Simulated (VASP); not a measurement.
# NdHf in VASP: notebook, part 2 of 2

VASP 6.6.1. The steps go on from the part before.

### Step 4. Single point, PBE

This run uses another cell than the first one, of the same volume but with other edges.

The input, INCAR:

```
ALGO = Normal
EDIFF = 1E-6
ENCUT = 500
GGA = PE
GGA_COMPAT = False
ISIF = 2
ISMEAR = 0
LASPH = True
LCHARG = False
LMAXMIX = 6
LREAL = False
LWAVE = False
NBANDS = 18
NELM = 200
PREC = Accurate
SIGMA = 0.1
```

The input, KPOINTS:

```
k-points
0
Gamma
  6 6 4
```

The input, POSCAR:

```
NdHf
1.0
    3.3616956565      0.0000000000      0.0000000000
    0.0000000000      3.3616956565      0.0000000000
    0.0000000000      0.0000000000      4.8328145687
Nd Hf
1 1
Direct
    0.0000000000      0.0000000000      0.0000000000
    0.5000000000      0.5000000000      0.5000000000
```

Potentials or basis: VASP PAW PBE potentials, release 64 (Nd_3, Hf_pv), 4f in core.

On the command line:

```sh
> cat potpaw_PBE.64/Nd_3/POTCAR potpaw_PBE.64/Hf_pv/POTCAR > POTCAR
> mpirun -np 1 vasp_std > vasp.out
```

OUTCAR:

```text
EDIFF = 1E-6
   ENCUT = 500
   GGA = PE
   ISIF = 2
   ISMEAR = 0
   LASPH = True
   LREAL = False
   NELM = 200
   PREC = Accurate

 ion  position               nearest neighbor table
   1  0.000  0.000  0.000-   2 3.39   2 3.39   2 3.39   2 3.39   2 3.39   2 3.39   2 3.39   2 3.39

   2  0.500  0.500  0.500-   1 3.39   1 3.39   1 3.39   1 3.39   1 3.39   1 3.39   1 3.39   1 3.39

  LATTYP: Found a simple tetragonal cell.
 ALAT       =     3.3616956565
 C/A-ratio  =     1.4376121644

  Lattice vectors:

 A1 = (   3.3616956565,   0.0000000000,   0.0000000000)
 A2 = (   0.0000000000,   3.3616956565,   0.0000000000)
 A3 = (   0.0000000000,   0.0000000000,   4.8328145687)

Analysis of symmetry for initial positions (statically):
=====================================================================
 Subroutine PRICEL returns:
 Original cell was already a primitive cell.

 Routine SETGRP: Setting up the symmetry group for a
 simple tetragonal supercell.

 Subroutine GETGRP returns: Found 16 space group operations
 (whereof 16 operations were pure point group operations)
 out of a pool of 16 trial point group operations.

The static configuration has the point symmetry D_4h.

Analysis of symmetry for dynamics (positions and initial velocities):
[... 159 lines left out ...]

 E-fermi :   4.2047     XC(G=0): -10.5813

 val. band max:        4.1778487326   @ k =   0.3333   0.0000   0.0000
 cond. band min:       4.2215460971   @ k =   0.5000   0.3333   0.5000
 fundamental gap:      0.0436973645
 Fermi energy:         4.2046713474

 k-point     1 :       0.0000    0.0000    0.0000
  band No.  band energies     occupation
      1     -33.1782      2.00000
      2     -26.8087      2.00000
      3     -26.5743      2.00000
      4     -26.5743      2.00000
      5     -14.3478      2.00000
      6     -13.8261      2.00000
[... 481 lines left out ...]
      5     -15.0197      2.00000
      6     -14.2320      2.00000
[... 10 lines left out ...]
     17       9.9115      0.00000
     18      10.7937      0.00000

 [... further k-points ...]

------------------------ aborting loop because EDIFF is reached ----------------------------------------

  FORCE on cell =-STRESS in cart. coord.  units (eV):
  Direction    XX          YY          ZZ          XY          YZ          ZX
  --------------------------------------------------------------------------------------
  -------------------------------------------------------------------------------------
  Total        0.3139622      0.3139622      0.1576915      0.0000000      0.0000000      0.0000000
  in kB        9.2102418      9.2102418      4.6259612      0.0000000      0.0000000      0.0000000
  external PRESSURE =       7.6821483 kB  Pullay stress =       0.0000000 kB

 VOLUME and BASIS-vectors are now :
 -----------------------------------------------------------------------------
  energy-cutoff  :      500.00
  volume of cell :       54.62
      direct lattice vectors                 reciprocal lattice vectors
     3.361695656  0.000000000  0.000000000     0.297468927  0.000000000  0.000000000
     0.000000000  3.361695656  0.000000000     0.000000000  0.297468927  0.000000000
     0.000000000  0.000000000  4.832814569     0.000000000  0.000000000  0.206918760

 POSITION                                       TOTAL-FORCE (eV/Angst)
 -----------------------------------------------------------------------------------
      0.00000      0.00000      0.00000         0.000000      0.000000      0.000000
      1.68085      1.68085      2.41641         0.000000      0.000000      0.000000
 -----------------------------------------------------------------------------------
    total drift:                                0.000000      0.000000      0.000000

  FREE ENERGIE OF THE ION-ELECTRON SYSTEM (eV)
  ---------------------------------------------------
  free  energy   TOTEN  =       -14.0836546720 eV

  energy  without entropy=      -14.0730039600  energy(sigma->0) =      -14.07832932
```

OSZICAR:

```text
N       E                     dE             d eps       ncg     rms          rms(c)
DAV:   1     0.105260747997E+03    0.10526E+03   -0.10503E+04  1080   0.105E+03
DAV:   2    -0.111770981192E+02   -0.11644E+03   -0.11374E+03  1378   0.264E+02
DAV:   3    -0.154085255527E+02   -0.42314E+01   -0.41790E+01  1520   0.369E+01
DAV:   4    -0.155178510685E+02   -0.10933E+00   -0.10910E+00  1466   0.496E+00
DAV:   5    -0.155200343219E+02   -0.21833E-02   -0.21824E-02  1498   0.605E-01    0.312E+01
DAV:   6    -0.143153219870E+02    0.12047E+01   -0.11943E+01  1236   0.842E+00    0.231E+01
DAV:   7    -0.141224647666E+02    0.19286E+00   -0.16291E+00  1312   0.442E+00    0.123E+01
DAV:   8    -0.140904668986E+02    0.31998E-01   -0.23487E-01  1438   0.276E+00    0.212E+00
DAV:   9    -0.140851675989E+02    0.52993E-02   -0.67919E-02  1286   0.131E+00    0.211E+00
DAV:  10    -0.140837969787E+02    0.13706E-02   -0.50140E-03  1354   0.302E-01    0.711E-01
DAV:  11    -0.140836689834E+02    0.12800E-03   -0.41820E-04  1440   0.946E-02    0.260E-01
DAV:  12    -0.140836539176E+02    0.15066E-04   -0.21853E-04  1404   0.576E-02    0.208E-02
DAV:  13    -0.140836546720E+02   -0.75446E-06   -0.99331E-06  1232   0.153E-02
   1 F= -.14083655E+02 E0= -.14078329E+02  d E =-.106507E-01
```

Wall time 11 s (1 thread of Intel Xeon 6975P-C (Granite Rapids), shared host); peak memory 0.19 GiB.

Results:

```yaml
Free_energy: -14.0837 eV
Pressure: 0.8 GPa
Band_gap_on_the_k_mesh: zero (an odd number of electrons rules out a gap without spin polarisation)
```

Stress tensor (GPa, compression positive):
```
0.92 0.00 0.00
0.00 0.92 0.00
0.00 0.00 0.46
```

Caveat: spin-orbit coupling is left out, which moves the levels of the heavy elements; the 4f electrons are frozen in the core, so they carry no moment and show no levels. Spin polarisation is off, so any magnetic state and its effect on volume and gap are missing.

### Step 5. The runs side by side

| cell | k mesh | smearing | gap on the mesh (eV) | pressure (GPa) |
| --- | --- | --- | --- | --- |
| a = 4.005, b = 4.005, c = 3.410 Å, 2 atoms, atomic positions A | 5 × 5 × 6 | gaussian 0.2 eV | none | 0.3 |
| a = 4.356, b = 4.356, c = 3.042 Å, 2 atoms, atomic positions B | 5 × 5 × 5 | gaussian 0.2 eV | none | 0.6 |
| a = 3.362, b = 3.362, c = 4.833 Å, 2 atoms, atomic positions A | 6 × 6 × 4 | gaussian 0.1 eV | none | 0.8 |

Alike in all rows: task single point; level PBE; potentials or basis VASP PAW PBE potentials, release 64 (Nd_3, Hf_pv), 4f in core; no spin polarisation; cutoff (eV) 500.

Caveats: some runs use coarse meshes; spin-orbit coupling is left out, which moves the levels of the heavy elements; the 4f electrons are frozen in the core, so they carry no moment and show no levels.

Total energies depend on the potentials used, so only differences within one code and one set of settings carry meaning.
